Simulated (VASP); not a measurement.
Write the native input for VASP 6.6.1 that does the following.

```
Task                   : single point
Functional             : RPBE
Potentials or basis    : VASP PAW PBE potentials, release 64 (Cr_pv)
Cutoff                 : 520 eV
k mesh                 : 12 × 12 × 12
Occupations            : fermi-dirac, width 0.05 eV
Spin                   : collinear spin, antiferromagnetic start
Starting moments       : [-1.418, 1.418] μB
Dipole correction      : no
Further INCAR settings : ALGO = Normal; EDIFF = 1e-06; NBANDS = 23
```

The structure of Cr lies in POSCAR:

```
Cr
1.0
    2.9801889399      0.0000000000      0.0000000000
    0.0000000000      2.9801889399      0.0000000000
    0.0000000000      0.0000000000      2.9812806668
Cr
2
Direct
    1.0000000000      0.0000000000      0.0000000000
    0.5000000000      0.5000000000      0.5000000000
```

These files were run (other wordings do the same):

INCAR

```
ALGO = Normal
EDIFF = 1E-6
ENCUT = 520
GGA = RP
ISIF = 2
ISMEAR = -1
ISPIN = 2
LASPH = True
LCHARG = False
LMAXMIX = 4
LORBIT = 11
LREAL = False
LWAVE = False
MAGMOM = -1.418 1.418
NBANDS = 23
NELM = 150
PREC = Accurate
SIGMA = 0.05
```

KPOINTS

```
k-points
0
Gamma
  12 12 12
```

Potentials or basis: VASP PAW PBE potentials, release 64 (Cr_pv).

Run with:

```sh
$ cat potpaw_PBE.64/Cr_pv/POTCAR > POTCAR
$ mpirun -np 1 vasp_std > vasp.out
```

Results of the run:

The pressure is -7.6 GPa and the band gap on the k mesh is zero (filled and empty bands overlap). The net moment is 0.00 μB per cell and the site moments are Cr -2.02, +2.02 μB. The valence electrons inside the program's atomic spheres are Cr 10.81.

Caveat: the cell stands under tension; the PAW data sets were made with another functional, which shifts forces and pressure a little.

It took 5.5 min on 1 thread of Intel Xeon 8259CL, with other jobs on the host, peak memory 0.27 GiB.
